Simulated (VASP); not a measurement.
# Ta (P6_3/mmc) in VASP: notebook, part 2 of 2

VASP 6.6.1.

### Step 3. Single point, PBEsol

INCAR

```
SYSTEM = Ta
ALGO = Normal ; EDIFF = 1E-6
ENCUT = 520 ; GGA = PS
ISIF = 2 ; ISMEAR = -4
LASPH = .TRUE. ; LCHARG = .FALSE.
LREAL = .FALSE. ; LWAVE = .FALSE.
NBANDS = 18 ; NELM = 60
PREC = Accurate ; SIGMA = 0.1
```

KPOINTS

```
k-points
0
G
  17 17 9
  0 0 0
```

POSCAR

```
Ta
1.0
    2.5613886669      0.0000000000      0.0000000000
   -1.2806943335      2.2182276545      0.0000000000
    0.0000000000      0.0000000000      4.4680295488
Ta
2
Direct
    0.3333333333      0.6666666667      0.2500000000
    0.6666666667      0.3333333333      0.7500000000
```

Potentials or basis: VASP PAW PBE potentials, release 64 (Ta_pv).

Run with:

```
> cat potpaw_PBE.64/Ta_pv/POTCAR > POTCAR
> mpirun -np 1 vasp_std > vasp.out
```

OUTCAR:

```text
SYSTEM = Ta
   EDIFF = 1E-6
   ENCUT = 520
   GGA = PS
   ISIF = 2
   ISMEAR = -4
   LASPH = .TRUE.
   LREAL = .FALSE.
   NELM = 60
   PREC = Accurate

 ion  position               nearest neighbor table
   1  0.333  0.667  0.250-   2 2.68   2 2.68   2 2.68   2 2.68   2 2.68   2 2.68
   2  0.667  0.333  0.750-   1 2.68   1 2.68   1 2.68   1 2.68   1 2.68   1 2.68

  LATTYP: Found a hexagonal cell.
 ALAT       =     2.5613886669
 C/A-ratio  =     1.7443778082

  Lattice vectors:

 A1 = (   2.5613886669,   0.0000000000,   0.0000000000)
 A2 = (  -1.2806943335,   2.2182276545,   0.0000000000)
 A3 = (   0.0000000000,   0.0000000000,   4.4680295488)

Analysis of symmetry for initial positions (statically):
=====================================================================
 Subroutine PRICEL returns:
 Original cell was already a primitive cell.

 Routine SETGRP: Setting up the symmetry group for a
 hexagonal supercell.

 Subroutine GETGRP returns: Found 24 space group operations
 (whereof 12 operations were pure point group operations)
 out of a pool of 24 trial point group operations.

The static configuration has the point symmetry D_3d.
[... 165 lines left out ...]

 E-fermi :   9.1746     XC(G=0): -14.6213

 val. band max:        9.2498728452   @ k =   0.2941   0.0588   0.2222
 cond. band min:       8.9834113421   @ k =   0.3529   0.1765   0.0000
 fundamental gap:     -0.2664615031
 Fermi energy:         9.1745513373

 k-point     1 :       0.0000    0.0000    0.0000
  band No.  band energies     occupation
      1     -26.2916      2.00000
      2     -23.2664      2.00000
      3     -23.1946      2.00000
      4     -23.1946      2.00000
      5     -22.8897      2.00000
      6     -22.8897      2.00000
[... 481 lines left out ...]
      5     -23.5677      2.00000
      6     -23.4970      2.00000
[... 10 lines left out ...]
     17      16.8405      0.00000
     18      22.6618      0.00000

 [... further k-points ...]

------------------------ aborting loop because EDIFF is reached ----------------------------------------

  FORCE on cell =-STRESS in cart. coord.  units (eV):
  Direction    XX          YY          ZZ          XY          YZ          ZX
  --------------------------------------------------------------------------------------
  -------------------------------------------------------------------------------------
  Total       22.1097836     22.1097836     21.8555770     -0.0000000      0.0000000      0.0000000
  in kB     1395.3958898   1395.3958898   1379.3523660     -0.0000000      0.0000000      0.0000000
  external PRESSURE =    1390.0480485 kB  Pullay stress =       0.0000000 kB

 VOLUME and BASIS-vectors are now :
 -----------------------------------------------------------------------------
  energy-cutoff  :      520.00
  volume of cell :       25.39
      direct lattice vectors                 reciprocal lattice vectors
     2.561388667  0.000000000  0.000000000     0.390413221  0.225405178  0.000000000
    -1.280694334  2.218227655  0.000000000     0.000000000  0.450810357  0.000000000
     0.000000000  0.000000000  4.468029549     0.000000000  0.000000000  0.223812307

 POSITION                                       TOTAL-FORCE (eV/Angst)
 -----------------------------------------------------------------------------------
     -0.00000      1.47882      1.11701         0.000000     -0.000000      0.000000
      1.28069      0.73941      3.35102        -0.000000      0.000000      0.000000
 -----------------------------------------------------------------------------------
    total drift:                               -0.000000      0.000000     -0.000000

  FREE ENERGIE OF THE ION-ELECTRON SYSTEM (eV)
  ---------------------------------------------------
  free  energy   TOTEN  =       -20.8806190057 eV

  energy  without entropy=      -20.8806190057  energy(sigma->0) =      -20.88061901
```

OSZICAR:

```text
N       E                     dE             d eps       ncg     rms          rms(c)
DAV:   1     0.179628475903E+03    0.17963E+03   -0.12941E+04  5948   0.136E+03
DAV:   2    -0.172259330314E+02   -0.19685E+03   -0.19304E+03  7242   0.382E+02
DAV:   3    -0.215427247137E+02   -0.43168E+01   -0.42830E+01  6676   0.535E+01
DAV:   4    -0.215650470239E+02   -0.22322E-01   -0.22308E-01  6880   0.396E+00
DAV:   5    -0.215651660928E+02   -0.11907E-03   -0.11907E-03  6630   0.263E-01    0.352E+01
DAV:   6    -0.210900339899E+02    0.47513E+00   -0.25163E-01  6658   0.499E+00    0.195E+01
DAV:   7    -0.208827845544E+02    0.20725E+00   -0.32576E-01  6650   0.540E+00    0.377E-01
DAV:   8    -0.208806009253E+02    0.21836E-02   -0.93240E-03  6618   0.983E-01    0.154E-01
DAV:   9    -0.208806164298E+02   -0.15504E-04   -0.15553E-04  7582   0.107E-01    0.591E-02
DAV:  10    -0.208806200566E+02   -0.36269E-05   -0.11335E-05  6876   0.268E-02    0.881E-03
DAV:  11    -0.208806187961E+02    0.12606E-05   -0.61470E-07  3578   0.678E-03    0.410E-03
DAV:  12    -0.208806190057E+02   -0.20966E-06   -0.56802E-08  3194   0.188E-03
   1 F= -.20880619E+02 E0= -.20880619E+02  d E =0.000000E+00
```

Wall time 99 s (1 thread of Intel Xeon 8259CL, shared host); peak memory 0.2 GiB.

What came out:

* Free energy: -20.8806 eV
* Pressure: 139.0 GPa
* Band gap on the k mesh: zero (bands 11 and 12 overlap by 3.86 eV)

Caveat: the cell stands under pressure; the PAW data sets were made with another functional, which shifts forces and pressure a little; spin-orbit coupling is left out, which moves the levels of the heavy elements.

### Step 4. Single point, PBEsol (14.51 Å³/atom)

This run uses another cell than the first one, of 14.51 Å³/atom.

INCAR

```
  PREC = Accurate
  ENCUT = 520
  EDIFF = 1E-7
  ISMEAR = -1
  SIGMA = 0.1
  LREAL = F
  LASPH = T
  NELM = 100
  ALGO = Normal
  ISIF = 2
  LWAVE = F
  LCHARG = F
  GGA = PS
  NBANDS = 18
```

KPOINTS

```
regular mesh
0
Gamma
  17 17 9
```

POSCAR

```
Ta
1.0
    2.6726467184      0.0000000000      0.0000000000
   -1.3363233592      2.3145799535      0.0000000000
    0.0000000000      0.0000000000      4.6900323620
Ta
2
Direct
    0.3333333333      0.6666666667      0.2500000000
    0.6666666667      0.3333333333      0.7500000000
```

Run with:

```
> cat potpaw_PBE.64/Ta_pv/POTCAR > POTCAR
> mpirun -np 1 vasp_std > vasp.out
```

It took 1.7 min on 1 thread of Intel Xeon 8259CL, shared host; peak memory 0.2 GiB.

Results (log left out):

| Property | Result |
| --- | --- |
| Free energy | -23.2525 eV |
| Pressure | 68.0 GPa |
| Band gap on the k mesh | zero (bands 11 and 12 overlap by 3.11 eV) |

Stress tensor (GPa, compression positive):
```
68.10  0.00  0.00
 0.00 68.10  0.00
 0.00  0.00 67.92
```

Levels at points of the mesh, in eV from the Fermi level:
| k point | band 7 | band 8 | band 9 | band 10 | band 11 | band 12 | band 13 | band 14 | band 15 | band 16 |
| --- | --- | --- | --- | --- | --- | --- | --- | --- | --- | --- |
| (0.00, 0.00, 0.00) | -9.20 | -5.93 | -0.93 | 0.37 | 0.37 | 1.11 | 1.24 | 1.24 | 3.51 | 3.51 |

Caveat: the cell stands under pressure; the PAW data sets were made with another functional, which shifts forces and pressure a little; spin-orbit coupling is left out, which moves the levels of the heavy elements.

### Step 5. Single point, PBEsol (14.51 Å³/atom)

This run uses another cell than the first one, of 14.51 Å³/atom.

INCAR

```
SYSTEM = Ta
  PREC = Accurate
  ENCUT = 520
  EDIFF = 1E-6
  ISMEAR = -1
  SIGMA = 0.1
  LREAL = .False.
  LASPH = .True.
  NELM = 100
  ALGO = Normal
  ISIF = 2
  LWAVE = .False.
  LCHARG = .False.
  GGA = PS
  NBANDS = 18
```

KPOINTS

```
Automatic mesh
0
Gamma
  17 17 9
  0 0 0
```

POSCAR is that of step 4.

Run with:

```
> cat potpaw_PBE.64/Ta_pv/POTCAR > POTCAR
> mpirun -np 1 vasp_std > vasp.out
```

It took 91 s on 1 thread of Intel Xeon 8259CL, shared host; peak memory 0.2 GiB.

The run converged. Its results:

```yaml
Free_energy: -23.2525 eV
Pressure: 68.0 GPa
Band_gap_on_the_k_mesh: zero (bands 11 and 12 overlap by 3.11 eV)
```

Stress tensor (GPa, compression positive):
```
68.10  0.00  0.00
 0.00 68.10  0.00
 0.00  0.00 67.92
```

Levels at points of the mesh, in eV from the Fermi level:
```tsv
k point	band 7	band 8	band 9	band 10	band 11	band 12	band 13	band 14	band 15	band 16
(0.00, 0.00, 0.00)	-9.20	-5.93	-0.93	0.38	0.38	1.11	1.24	1.24	3.51	3.51
```

Caveat: the cell stands under pressure; the PAW data sets were made with another functional, which shifts forces and pressure a little; spin-orbit coupling is left out, which moves the levels of the heavy elements.

### Step 6. The runs side by side

```tsv
cell	smearing	gap on the mesh (eV)	pressure (GPa)
a = 2.561, b = 2.561, c = 4.468 Å, angles 90.0, 90.0, 120.0°, 2 atoms	methfessel-paxton 0.05 eV	none	138.2
a = 2.561, b = 2.561, c = 4.468 Å, angles 90.0, 90.0, 120.0°, 2 atoms	tetrahedron	none	139.0
a = 2.673, b = 2.673, c = 4.690 Å, angles 90.0, 90.0, 120.0°, 2 atoms	fermi-dirac 0.1 eV	none	68.0
```

Alike in all rows: task single point; level PBEsol; potentials or basis VASP PAW PBE potentials, release 64 (Ta_pv); no spin polarisation; k mesh 17 × 17 × 9; cutoff (eV) 520.

Caveats: the cell stands under pressure; the PAW data sets were made with another functional, which shifts forces and pressure a little; spin-orbit coupling is left out, which moves the levels of the heavy elements.

Total energies depend on the potentials used, so only differences within one code and one set of settings carry meaning.
